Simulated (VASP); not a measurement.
Wanted: the native input for a VASP 6.6.1 run.

```yaml
Task: single point
Functional: r2SCAN0
Potentials_or_basis: VASP PAW PBE potentials, release 64 (Zr_sv)
Cutoff: 520 eV
k_mesh: 5 × 5 × 3
Occupations: fermi-dirac, width 0.05 eV
Spin: no spin polarisation
Dipole_correction: no
Grid_for_exact_exchange_PRECFOCK: Normal
Further_INCAR_settings: ALGO = Normal; EDIFF = 1e-06; NBANDS = 19
```

Crystal: Zr.

```
Zr
1.0
     3.23200    0.00000    0.00000
    -1.61600    2.79899    0.00000
     0.00000    0.00000    5.14700
Zr
2
Direct
  0.66667 0.33333 0.75000
  0.33333 0.66667 0.25000
```

One way to write it, as run:

POSCAR

```
Zr
1.0
    3.2320000000      0.0000000000      0.0000000000
   -1.6160000000      2.7989941050      0.0000000000
    0.0000000000      0.0000000000      5.1470000000
Zr
2
Direct
    0.6666666667      0.3333333333      0.7500000000
    0.3333333333      0.6666666667      0.2500000000
```

INCAR.step1

```
SYSTEM = Zr
PREC     = Accurate       ! precision mode
ENCUT    = 520            ! plane-wave cutoff, eV
EDIFF    = 1E-5           ! SCF threshold, eV
ISMEAR   = -1             ! smearing method
SIGMA    = 0.05           ! smearing width, eV
LREAL    = .False.        ! projectors in reciprocal space
LASPH    = .True.         ! aspherical terms in the spheres
NELM     = 60             ! most SCF steps
ALGO     = Normal         ! electronic algorithm
ISIF     = 2              ! what is computed and relaxed
LWAVE    = .True.         ! write WAVECAR
LCHARG   = .False.        ! write CHGCAR
GGA      = PE             ! functional
NBANDS   = 19             ! bands
```

INCAR.step2

```
SYSTEM = Zr
PREC     = Accurate       ! precision mode
ENCUT    = 520            ! plane-wave cutoff, eV
EDIFF    = 1E-6           ! SCF threshold, eV
ISMEAR   = -1             ! smearing method
SIGMA    = 0.05           ! smearing width, eV
LREAL    = .False.        ! projectors in reciprocal space
LASPH    = .True.         ! aspherical terms in the spheres
NELM     = 60             ! most SCF steps
ALGO     = Normal         ! electronic algorithm
ISIF     = 2              ! what is computed and relaxed
LWAVE    = .False.        ! write WAVECAR
LCHARG   = .False.        ! write CHGCAR
METAGGA  = R2SCAN         ! meta-GGA
LHFCALC  = .True.         ! exact exchange
AEXX     = 0.25           ! exact-exchange fraction
LMIXTAU  = .True.       
PRECFOCK = Normal       
ISTART   = 1            
NBANDS   = 19             ! bands
```

KPOINTS

```
Automatic mesh
0
Gamma
  5 5 3
  0 0 0
```

Potentials or basis: VASP PAW PBE potentials, release 64 (Zr_sv).

Run with:

```bash
$ cat potpaw_PBE.64/Zr_sv/POTCAR > POTCAR
$ cp INCAR.step1 INCAR
$ mpirun -np 1 vasp_std > vasp.out
$ cp INCAR.step2 INCAR
$ mpirun -np 1 vasp_std > vasp.out
```

Results of the run:

| Quantity | Value |
| --- | --- |
| Pressure | 0.8 GPa |
| Band gap on the k mesh | zero (band 12 reaches 10.67 eV, above the bottom of band 13 at 9.02 eV) |

Caveat: the k points lie up to 0.45 Å⁻¹ apart; the PAW data sets were made with another functional, which shifts forces and pressure a little.

Run time: 15 min on 1 thread of Intel(R) Xeon(R) Platinum 8488C (Sapphire Rapids), with other jobs on the host, peak memory 0.18 GiB.
